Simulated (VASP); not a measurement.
# MgO (P6_3/mmc) in VASP: further runs, part 2 of 2

VASP 6.6.1. The steps go on from the part before.

**3. Single point, PBE**

This run uses another cell than the first one, of 9.34 Å³/atom.

File INCAR:

```
PREC = Accurate ; ENCUT = 600
EDIFF = 1E-6 ; ISMEAR = -1
SIGMA = 0.02 ; LREAL = False
LASPH = True ; NELM = 120
ALGO = Normal ; ISIF = 2
LWAVE = False ; LCHARG = False
GGA = PE ; NBANDS = 66
GGA_COMPAT = False
```

File KPOINTS:

```
regular mesh
0
Gamma
  12 12 2
```

File POSCAR:

```
MgO
1.0
    2.9646982779      0.0000000000      0.0000000000
   -1.4823491390      2.5675040232      0.0000000000
    0.0000000000      0.0000000000     29.4586222686
Mg O
12 12
Direct
    0.3333333333      0.6666666667      0.8350591099
    0.6666666667      0.3333333333      0.1649408901
    0.6666666667      0.3333333333      0.3350591099
    0.3333333333      0.6666666667      0.6649408901
    0.3333333333      0.6666666667      0.4175250889
    0.6666666667      0.3333333333      0.5824749111
    0.6666666667      0.3333333333      0.9175250889
    0.3333333333      0.6666666667      0.0824749111
    0.0000000000      0.0000000000      0.2500000000
    0.0000000000      0.0000000000      0.7500000000
    0.0000000000      0.0000000000      0.0000000000
    0.0000000000      0.0000000000      0.5000000000
    0.3333333333      0.6666666667      0.9587628228
    0.6666666667      0.3333333333      0.0412371772
    0.6666666667      0.3333333333      0.4587628228
    0.3333333333      0.6666666667      0.5412371772
    0.3333333333      0.6666666667      0.2060605974
    0.6666666667      0.3333333333      0.7939394026
    0.6666666667      0.3333333333      0.7060605974
    0.3333333333      0.6666666667      0.2939394026
    0.0000000000      0.0000000000      0.1237079790
    0.0000000000      0.0000000000      0.8762920210
    0.0000000000      0.0000000000      0.6237079790
    0.0000000000      0.0000000000      0.3762920210
```

Potentials or basis: VASP PAW PBE potentials, release 64 (Mg, O).

On the command line:

```
> cat potpaw_PBE.64/Mg/POTCAR potpaw_PBE.64/O/POTCAR > POTCAR
> mpirun -np 1 vasp_std > vasp.out
```

OUTCAR:

```text
PREC = Accurate
   ENCUT = 600
   EDIFF = 1E-6
   ISMEAR = -1
   LREAL = False
   LASPH = True
   NELM = 120
   ISIF = 2
   GGA = PE

 ion  position               nearest neighbor table
   1  0.333  0.667  0.835-  18 2.10  18 2.10  18 2.10  22 2.10  22 2.10  22 2.10   7 2.97   7 2.97
                             7 2.97  10 3.03  10 3.03  10 3.03
   2  0.667  0.333  0.165-  17 2.10  17 2.10  17 2.10  21 2.10  21 2.10  21 2.10   8 2.97   8 2.97
                             8 2.97   9 3.03   9 3.03   9 3.03
   3  0.667  0.333  0.335-  20 2.10  20 2.10  20 2.10  24 2.10  24 2.10  24 2.10   5 2.97   5 2.97
                             5 2.97   9 3.03   9 3.03   9 3.03
   4  0.333  0.667  0.665-  19 2.10  19 2.10  19 2.10  23 2.10  23 2.10  23 2.10   6 2.97   6 2.97
                             6 2.97  10 3.03  10 3.03  10 3.03
   5  0.333  0.667  0.418-  24 2.10  24 2.10  24 2.10  15 2.10  15 2.10  15 2.10   3 2.97   3 2.97
                             3 2.97  12 2.97  12 2.97  12 2.97
   6  0.667  0.333  0.582-  23 2.10  23 2.10  23 2.10  16 2.10  16 2.10  16 2.10   4 2.97   4 2.97
                             4 2.97  12 2.97  12 2.97  12 2.97
   7  0.667  0.333  0.918-  22 2.10  22 2.10  22 2.10  13 2.10  13 2.10  13 2.10   1 2.97   1 2.97
                             1 2.97  11 2.97  11 2.97  11 2.97
   8  0.333  0.667  0.082-  21 2.10  21 2.10  21 2.10  14 2.10  14 2.10  14 2.10   2 2.97   2 2.97
                             2 2.97  11 2.97  11 2.97  11 2.97
[... 1770 lines left out ...]
 [... further k-points ...]

 [bands above 60 left out]

------------------------ aborting loop because EDIFF is reached ----------------------------------------

  FORCE on cell =-STRESS in cart. coord.  units (eV):
  Direction    XX          YY          ZZ          XY          YZ          ZX
  --------------------------------------------------------------------------------------
  -------------------------------------------------------------------------------------
  Total        6.4397829      6.4397829      6.5071941     -0.0000000     -0.0000000     -0.0000000
  in kB       46.0127027     46.0127027     46.4943605     -0.0000000     -0.0000000     -0.0000000
  external PRESSURE =      46.1732553 kB  Pullay stress =       0.0000000 kB

 VOLUME and BASIS-vectors are now :
 -----------------------------------------------------------------------------
  energy-cutoff  :      600.00
  volume of cell :      224.24
      direct lattice vectors                 reciprocal lattice vectors
     2.964698278  0.000000000  0.000000000     0.337302452  0.194741662  0.000000000
    -1.482349139  2.567504023  0.000000000     0.000000000  0.389483323  0.000000000
     0.000000000  0.000000000 29.458622269     0.000000000  0.000000000  0.033945919

 POSITION                                       TOTAL-FORCE (eV/Angst)
 -----------------------------------------------------------------------------------
     -0.00000      1.71167     24.59969        -0.000000      0.000000     -0.005071
      1.48235      0.85583      4.85893        -0.000000     -0.000000      0.005071
      1.48235      0.85583      9.87038        -0.000000     -0.000000     -0.005071
     -0.00000      1.71167     19.58824        -0.000000      0.000000      0.005071
     -0.00000      1.71167     12.29971        -0.000000      0.000000     -0.001057
      1.48235      0.85583     17.15891        -0.000000     -0.000000      0.001057
[... 16 lines left out ...]
      0.00000      0.00000     18.37358        -0.000000     -0.000000     -0.000445
      0.00000      0.00000     11.08504        -0.000000      0.000000      0.000445
 -----------------------------------------------------------------------------------
    total drift:                               -0.000000      0.000000      0.000000

  FREE ENERGIE OF THE ION-ELECTRON SYSTEM (eV)
  ---------------------------------------------------
  free  energy   TOTEN  =      -141.9087761052 eV

  energy  without entropy=     -141.9087761052  energy(sigma->0) =     -141.90877611
```

OSZICAR:

```text
N       E                     dE             d eps       ncg     rms          rms(c)
DAV:   1     0.571697689911E+03    0.57170E+03   -0.51931E+04  5128   0.150E+03
DAV:   2    -0.118386439020E+03   -0.69008E+03   -0.66307E+03  6280   0.303E+02
DAV:   3    -0.160732587992E+03   -0.42346E+02   -0.42116E+02  6076   0.782E+01
DAV:   4    -0.161100643352E+03   -0.36806E+00   -0.36747E+00  6056   0.815E+00
DAV:   5    -0.161103799462E+03   -0.31561E-02   -0.31546E-02  6030   0.730E-01    0.251E+01
DAV:   6    -0.142076428502E+03    0.19027E+02   -0.81070E+01  5816   0.329E+01    0.771E+00
DAV:   7    -0.142017478046E+03    0.58950E-01   -0.17213E+00  5824   0.502E+00    0.508E+00
DAV:   8    -0.141924031796E+03    0.93446E-01   -0.46981E-01  5820   0.428E+00    0.972E-01
DAV:   9    -0.141907480178E+03    0.16552E-01   -0.68964E-02  6184   0.107E+00    0.292E-01
DAV:  10    -0.141909451425E+03   -0.19712E-02   -0.17307E-02  5936   0.474E-01    0.243E-01
DAV:  11    -0.141908836159E+03    0.61527E-03   -0.27533E-03  6142   0.253E-01    0.807E-02
DAV:  12    -0.141908777464E+03    0.58696E-04   -0.74264E-04  6056   0.137E-01    0.150E-02
DAV:  13    -0.141908782268E+03   -0.48046E-05   -0.52341E-05  6188   0.369E-02    0.154E-02
DAV:  14    -0.141908777203E+03    0.50657E-05   -0.39963E-05  6232   0.427E-02    0.715E-03
DAV:  15    -0.141908776128E+03    0.10747E-05   -0.83949E-06  6136   0.139E-02    0.387E-03
DAV:  16    -0.141908776105E+03    0.22801E-07   -0.59584E-07  3432   0.346E-03
   1 F= -.14190878E+03 E0= -.14190878E+03  d E =-.149687E-11
```

stdout:

```text
POSCAR found type information on POSCAR MgO
 POSCAR found :  2 types and      24 ions
 scaLAPACK will be used
 -----------------------------------------------------------------------------
|                                                                             |
|                                                                             |
|     You have a (more or less) 'large supercell' and for larger cells it     |
|     might be more efficient to use real-space projection operators.         |
|     Therefore, try LREAL= Auto in the INCAR file.                           |
|     Mind: For very accurate calculation, you might also keep the            |
|     reciprocal projection scheme (i.e. LREAL=.FALSE.).                      |
|                                                                             |
 -----------------------------------------------------------------------------

 LDA part: xc-table for (Slater+PW92), standard interpolation
 POSCAR, INCAR and KPOINTS ok, starting setup
 FFT: planning ... GRIDC
 FFT: planning ... GRID_SOFT
 FFT: planning ... GRID
 WAVECAR not read
 entering main loop
```

Run time: 21 min. Hardware: 1 thread of Oxide Virtual Turin-like, shared host; peak memory 0.64 GiB.

What came out:

* Free energy: -141.9088 eV
* Pressure: 4.6 GPa
* Largest force: 0.010 eV/Å
* Band gap on the k mesh: 4.33 eV

Forces in eV/Å, atoms in the order of the input:
```
Mg   0.000  0.000 -0.005
Mg   0.000  0.000  0.005
Mg   0.000  0.000 -0.005
Mg   0.000  0.000  0.005
Mg   0.000  0.000 -0.001
Mg   0.000  0.000  0.001
Mg   0.000  0.000 -0.001
Mg   0.000  0.000  0.001
Mg   0.000  0.000  0.000
Mg   0.000  0.000  0.000
Mg   0.000  0.000  0.000
Mg   0.000  0.000  0.000
O    0.000  0.000  0.001
O    0.000  0.000 -0.001
O    0.000  0.000  0.001
O    0.000  0.000 -0.001
O    0.000  0.000  0.010
O    0.000  0.000 -0.010
O    0.000  0.000  0.010
O    0.000  0.000 -0.010
O    0.000  0.000  0.000
O    0.000  0.000  0.000
O    0.000  0.000  0.000
O    0.000  0.000  0.000
```

Levels at points of the mesh, in eV from the valence-band top:
```
           k point  band 46  band 47  band 48  band 49  band 50  band 51
(0.00, 0.00, 0.00)    -0.01    -0.01     0.00     4.33     4.51     5.25
(0.50, 0.00, 0.00)    -0.68    -0.52    -0.44     6.61     6.62     8.27
(0.00, 0.00, 0.50)    -0.02    -0.02    -0.02     4.41     4.41     5.45
(0.50, 0.00, 0.50)    -0.69    -0.48    -0.48     6.61     6.61     8.31
```

Caveat: the cell stands under pressure.
